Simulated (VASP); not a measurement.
# Rh (P6_3/mmc) in VASP: settings compared

The runs below take Rh through single point, with PBEsol, BLYP, LDA.

Everything below comes from runs of VASP 6.6.1. Logs are shortened: lines on timing, memory, paths and dates and some standing lists are left out, and cuts for length are marked.

### Step 1. The cell of the first run

It takes space group P6_3/mmc (No. 194, hexagonal). Conventional cell: a = 2.692 Å, b = 2.692 Å, c = 8.798 Å, α = 90.00°, β = 90.00°, γ = 120.00°. Rh (site symmetry -3m) has 12 Rh at 2.69 Å within 3.5 Å. Within 3.5 Å of Rh (site symmetry -6m2) lie 12 Rh at 2.69 Å.

### Step 2. Single point, PBEsol

Contents of INCAR:

```
ALGO = Normal
EDIFF = 1E-7
ENCUT = 520
GGA = PS
ISIF = 2
ISMEAR = -1
LASPH = True
LCHARG = False
LREAL = False
LWAVE = False
NBANDS = 38
NELM = 60
PREC = Accurate
SIGMA = 0.1
```

Contents of KPOINTS:

```
k-points
0
Gamma
  11 11 3
```

Contents of POSCAR:

```
Rh
1.0
    2.6917400000      0.0000000000      0.0000000000
   -1.3458700000      2.3311200000      0.0000000000
    0.0000000000      0.0000000000      8.7980700000
Rh
4
Direct
    0.0000000000      0.0000000000      0.0000000000
    0.3333333333      0.6666666667      0.2500000000
    0.0000000000      0.0000000000      0.5000000000
    0.6666666667      0.3333333333      0.7500000000
```

Potentials or basis: VASP PAW PBE potentials, release 64 (Rh_pv).

Launch:

```
cat potpaw_PBE.64/Rh_pv/POTCAR > POTCAR
mpirun -np 1 vasp_std > vasp.out
```

OUTCAR:

```text
EDIFF = 1E-7
   ENCUT = 520
   GGA = PS
   ISIF = 2
   ISMEAR = -1
   LASPH = True
   LREAL = False
   NELM = 60
   PREC = Accurate

 ion  position               nearest neighbor table
   1  0.000  0.000  0.000-   2 2.69   4 2.69   4 2.69   2 2.69   4 2.69   2 2.69
   2  0.333  0.667  0.250-   1 2.69   3 2.69   1 2.69   3 2.69   1 2.69   3 2.69
   3  0.000  0.000  0.500-   2 2.69   4 2.69   4 2.69   2 2.69   4 2.69   2 2.69
   4  0.667  0.333  0.750-   1 2.69   3 2.69   1 2.69   3 2.69   1 2.69   3 2.69

  LATTYP: Found a hexagonal cell.
 ALAT       =     2.6917400000
 C/A-ratio  =     3.2685437672

  Lattice vectors:

 A1 = (   2.6917400000,   0.0000000000,   0.0000000000)
 A2 = (  -1.3458700000,   2.3311200000,   0.0000000000)
 A3 = (   0.0000000000,   0.0000000000,   8.7980700000)

Analysis of symmetry for initial positions (statically):
=====================================================================
 Subroutine PRICEL returns:
 Original cell was already a primitive cell.

 Routine SETGRP: Setting up the symmetry group for a
 hexagonal supercell.

 Subroutine GETGRP returns: Found 24 space group operations
 (whereof 12 operations were pure point group operations)
 out of a pool of 24 trial point group operations.

The static configuration has the point symmetry D_3d.
 The point group associated with its full space group is D_6h.

Analysis of symmetry for dynamics (positions and initial velocities):
=====================================================================
 Subroutine PRICEL returns:
 Original cell was already a primitive cell.

 Routine SETGRP: Setting up the symmetry group for a
 hexagonal supercell.

 Subroutine GETGRP returns: Found 24 space group operations
 (whereof 12 operations were pure point group operations)
 out of a pool of 24 trial point group operations.

The dynamic configuration has the point symmetry D_3d.
 The point group associated with its full space group is D_6h.

 Subroutine INISYM returns: Found 24 space group operations
 (whereof 12 operations are pure point group operations),
 and found     1 'primitive' translations

----------------------------------------------------------------------------------------

                                     Primitive cell

  volume of cell :      55.2059

  direct lattice vectors                    reciprocal lattice vectors
     2.691740000  0.000000000  0.000000000     0.371506906  0.214489173  0.000000000
    -1.345870000  2.331120000  0.000000000     0.000000000  0.428978345  0.000000000
     0.000000000  0.000000000  8.798070000     0.000000000  0.000000000  0.113661292

  length of vectors
     2.691740000  2.691744139  8.798070000     0.428979005  0.428978345  0.113661292

  position of ions in fractional coordinates (direct lattice)
     0.000000000  0.000000000  0.000000000
     0.333333333  0.666666667  0.250000000
     0.000000000  0.000000000  0.500000000
     0.666666667  0.333333333  0.750000000

  ion indices of the primitive-cell ions
   primitive index   ion index
                 1           1
                 2           2
                 3           3
                 4           4

----------------------------------------------------------------------------------------

 KPOINTS: k-points

Automatic generation of k-mesh.
 Grid dimensions read from file:
 generate k-points for:   11   11    3

 Generating k-lattice:

  Cartesian coordinates                     Fractional coordinates (reciprocal lattice)
     0.033773355  0.019499016  0.000000000     0.090909091  0.000000000  0.000000000
     0.000000000  0.038998031  0.000000000     0.000000000  0.090909091  0.000000000
     0.000000000  0.000000000  0.037887097     0.000000000  0.000000000  0.333333333

  Length of vectors
     0.038998091  0.038998031  0.037887097

  Shift w.r.t. Gamma in fractional coordinates (k-lattice)
     0.000000000  0.000000000  0.000000000

 Subroutine IBZKPT returns following result:
 ===========================================

 Found     32 irreducible k-points:

 Following reciprocal coordinates:
            Coordinates               Weight
  0.000000  0.000000  0.000000      1.000000
  0.090909  0.000000  0.000000      6.000000
  0.181818 -0.000000  0.000000      6.000000
  0.272727  0.000000  0.000000      6.000000
  0.363636  0.000000  0.000000      6.000000
  0.454545  0.000000  0.000000      6.000000
[... 16 lines left out ...]
  0.090909  0.090909  0.333333     12.000000
  0.181818  0.090909  0.333333     24.000000
 [... further k-points ...]
   k-points           NKPTS =     32   k-points in BZ     NKDIM =     32   number of bands    NBANDS=     38
   number of dos      NEDOS =    301   number of ions     NIONS =      4
   total plane-waves  NPLWV =  28000
   dimension x,y,z NGX =    20 NGY =   20 NGZ =   70
   dimension x,y,z NGXF=    40 NGYF=   40 NGZF=  140
   ions per type =               4
   NGX,Y,Z   is equivalent  to a cutoff of  12.35, 12.35, 13.23 a.u.
   NGXF,Y,Z  is equivalent  to a cutoff of  24.70, 24.70, 26.45 a.u.
 SYSTEM =  unknown system
   PREC   = accura    normal or accurate (medium, high low for compatibility)
   ISTART =      0    job   : 0-new  1-cont  2-samecut
   ICHARG =      2    charge: 1-file 2-atom 10-const
   ISPIN  =      1    spin polarized calculation?
   LNONCOLLINEAR =      F non collinear calculations
   LSORBIT =      F    spin-orbit coupling
   LASPH  =      T    aspherical Exc in radial PAW
   ENCUT  =  520.0 eV  38.22 Ry    6.18 a.u.   5.00  5.00 16.36*2*pi/ulx,y,z
   NELM   =     60;   NELMIN=  2; NELMDL= -5     # of ELM steps
   EDIFF  = 0.1E-06   stopping-criterion for ELM
   LREAL  =      F    real-space projection
   EDIFFG = 0.1E-05   stopping-criterion for IOM
   NSW    =      0    number of steps for IOM
   IBRION =     -1    ionic relax: 0-MD 1-quasi-New 2-CG
   NFREE  =      0    steps in history (QN), initial steepest desc. (CG)
   ISIF   =      2    stress and relaxation
   ISYM   =      2    0-nonsym 1-usesym 2-fastsym
   POTIM  = 0.5000    time-step for ionic-motion
   TEBEG  =    0.0;   TEEND  =   0.0 temperature during run
   PSTRESS=    0.0 pullay stress
   NELECT =      60.0000    total number of electrons
   NUPDOWN=      -1.0000    fix difference up-down
   EMIN   =  10.00;   EMAX   =-10.00  energy-range for DOS
   EFERMI =   0.00;   METHOD = LEGACY
   ISMEAR =    -1;   SIGMA  =   0.10  broadening in eV -4-tet -1-fermi 0-gaus
   EFERMI_NEDOS =   21; number of points for ismear=-14 and -15
   IALGO  =     38    algorithm
   IMIX   =      4    mixing-type and parameters
     AMIX     =   0.40;   BMIX     =  1.00
     AMIX_MAG =   1.60;   BMIX_MAG =  1.00
  volume/ion in A,a.u.               =      13.80        93.14
  Fermi-wavevector in a.u.,A,eV,Ry     =   1.683179  3.180746 38.546532  2.833090
  Thomas-Fermi vector in A             =   2.766426
   LORBIT       =      0    0 simple, 1 ext, 2 COOP (PROOUT), +10 PAW based schemes
   GGA     = PS    functional components
   LHFCALC =     F    Hartree Fock is set to
   AEXX    =    0.0000 exact exchange contribution
   IVDW    =     0    specifies the selected vdW correction
   LEPSILON=     F    determine dielectric tensor
   LRPA    =     F    only Hartree local field effects (RPA)
 non-spin polarized calculation
  energy-cutoff  :      520.00
  volume of cell :       55.21
 maximum number of plane-waves:      1513
 NGX is ok and might be reduce to    20
   NGX =  9   NGY =  9   NGZ = 33

 number of electron      60.0000001 magnetization

 Free energy of the ion-electron system (eV)
  ---------------------------------------------------
  ext. energy  EPLUGINS =         0.00000000
  ---------------------------------------------------
  free energy    TOTEN  =       -32.54297725 eV

  energy without entropy =      -32.34758002  energy(sigma->0) =      -32.44527864

 E-fermi :  11.7110     XC(G=0): -14.1924

 val. band max:       11.7083617554   @ k =   0.3636   0.2727   0.3333
 cond. band min:      11.7213982896   @ k =   0.1818   0.0909   0.3333
 fundamental gap:      0.0130365342
 Fermi energy:        11.7109870252

 k-point     1 :       0.0000    0.0000    0.0000
  band No.  band energies     occupation
      1     -35.3605      2.00000
      2     -35.0064      2.00000
      3     -35.0023      2.00000
      4     -34.7292      2.00000
      5     -34.7291      2.00000
      6     -34.6850      2.00000
[... 30 lines left out ...]
     37      20.1926      0.00000
     38      26.0573      0.00000

 k-point     2 :       0.0909    0.0000    0.0000
  band No.  band energies     occupation
      1     -35.3416      2.00000
      2     -35.0119      2.00000
      3     -35.0074      2.00000
      4     -34.7731      2.00000
      5     -34.7432      2.00000
      6     -34.7191      2.00000
[... 30 lines left out ...]
     37      20.1461      0.00000
     38      26.3687      0.00000

 k-point     3 :       0.1818   -0.0000    0.0000
  band No.  band energies     occupation
      1     -35.2887      2.00000
      2     -35.0458      2.00000
      3     -35.0370      2.00000
      4     -34.8860      2.00000
      5     -34.8156      2.00000
      6     -34.7802      2.00000
[... 30 lines left out ...]
     37      20.0485      0.00000
     38      26.8100      0.00000

 k-point     4 :       0.2727    0.0000    0.0000
  band No.  band energies     occupation
      1     -35.2185      2.00000
      2     -35.1420      2.00000
      3     -35.1123      2.00000
      4     -35.0265      2.00000
      5     -34.9701      2.00000
      6     -34.8334      2.00000
[... 30 lines left out ...]
     37      20.0174      0.00000
     38      24.4569      0.00000
[... 703 lines left out ...]
      4     -35.2309      2.00000
      5     -34.9696      2.00000
      6     -34.9168      2.00000
[... 30 lines left out ...]
     37      20.7287      0.00000
     38      20.7904      0.00000

 k-point    23 :       0.0909    0.0909    0.3333
  band No.  band energies     occupation
      1     -35.2685      2.00000
      2     -35.1669      2.00000
      3     -34.8916      2.00000
      4     -34.8349      2.00000
      5     -34.8066      2.00000
      6     -34.8025      2.00000
[... 30 lines left out ...]
     37      21.5953      0.00000
     38      24.4115      0.00000

 k-point    24 :       0.1818    0.0909    0.3333
  band No.  band energies     occupation
      1     -35.2213      2.00000
      2     -35.1660      2.00000
      3     -35.0083      2.00000
      4     -34.9467      2.00000
      5     -34.9359      2.00000
      6     -34.8837      2.00000
[... 30 lines left out ...]
     37      21.9261      0.00000
     38      24.7951      0.00000

 [... further k-points ...]
[... 5 lines left out ...]
  --------------------------------------------------------------------------------------
  -------------------------------------------------------------------------------------
  Total       -1.6528309     -1.6528377     -2.1325781      0.0000000      0.0000000      0.0000000
  in kB      -47.9682481    -47.9684448    -61.8914095      0.0000000      0.0000000      0.0000000
  external PRESSURE =     -52.6093674 kB  Pullay stress =       0.0000000 kB

 VOLUME and BASIS-vectors are now :
 -----------------------------------------------------------------------------
  energy-cutoff  :      520.00
  volume of cell :       55.21
      direct lattice vectors                 reciprocal lattice vectors
     2.691740000  0.000000000  0.000000000     0.371506906  0.214489173  0.000000000
    -1.345870000  2.331120000  0.000000000     0.000000000  0.428978345  0.000000000
     0.000000000  0.000000000  8.798070000     0.000000000  0.000000000  0.113661292

 POSITION                                       TOTAL-FORCE (eV/Angst)
 -----------------------------------------------------------------------------------
      0.00000      0.00000      0.00000        -0.000000      0.000000     -0.000000
     -0.00000      1.55408      2.19952         0.000000     -0.000000     -0.000000
      0.00000      0.00000      4.39903        -0.000000      0.000000     -0.000000
      1.34587      0.77704      6.59855         0.000000      0.000000      0.000000
 -----------------------------------------------------------------------------------
    total drift:                                0.000000     -0.000000      0.000000

  FREE ENERGIE OF THE ION-ELECTRON SYSTEM (eV)
  ---------------------------------------------------
  free  energy   TOTEN  =       -32.5429772537 eV

  energy  without entropy=      -32.3475800242  energy(sigma->0) =      -32.44527864
```

It took 30 s on 1 thread of Intel Xeon 6975P-C (Granite Rapids), shared host; peak memory 0.19 GiB.

Results:

```
Free energy            : -32.5430 eV
Pressure               : -5.3 GPa
Band gap on the k mesh : zero (band 30 reaches 12.33 eV, above the bottom of band 31 at 10.70 eV)
```

Caveat: the PAW data sets were made with another functional, which shifts forces and pressure a little.

[end of part 1 of 2]
